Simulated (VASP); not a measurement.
Here is a VASP 6.6.1 calculation.

File INCAR:

```
ALGO     = Normal         # electronic algorithm
EDIFF    = 1E-6           # SCF threshold, eV
ENCUT    = 520            # plane-wave cutoff, eV
GGA      = PE             # functional
ISIF     = 2              # what is computed and relaxed
ISMEAR   = 0              # smearing method
LASPH    = True           # aspherical terms in the spheres
LCHARG   = True           # write CHGCAR
LELF     = True           # ELF
LREAL    = False          # projectors in reciprocal space
LVHAR    = True         
LWAVE    = False          # write WAVECAR
NBANDS   = 15             # bands
NELM     = 60             # most SCF steps
PREC     = Accurate       # precision mode
SIGMA    = 0.05           # smearing width, eV
```

KPOINTS

```
k-points
0
Gamma
  8 8 8
```

File POSCAR:

```
KF
1.0
   -0.0881074135      2.7238313161      2.7238313161
    2.7238313161     -0.0881074135      2.7238313161
    2.7238313161      2.7238313161     -0.0881074135
K F
1 1
Direct
    0.0000000000      0.0000000000      0.0000000000
    0.5000000000      0.5000000000      0.5000000000
```

Potentials or basis: VASP PAW PBE potentials, release 64 (K_sv, F).

Command:

```bash
$ cat potpaw_PBE.64/K_sv/POTCAR potpaw_PBE.64/F/POTCAR > POTCAR
$ mpirun -np 1 vasp_std > vasp.out
```

Q: Estimate the pressure.

A: -1.6 GPa.

Q: Predict the band gap on the k mesh.

A: 5.61 eV.

Stress tensor (GPa, compression positive):
```
-1.60  0.40  0.40
 0.40 -1.60  0.40
 0.40  0.40 -1.60
```

A k mesh can miss the band edges. Expect the measured gap to be larger: semilocal functionals such as PBE lack the derivative discontinuity.
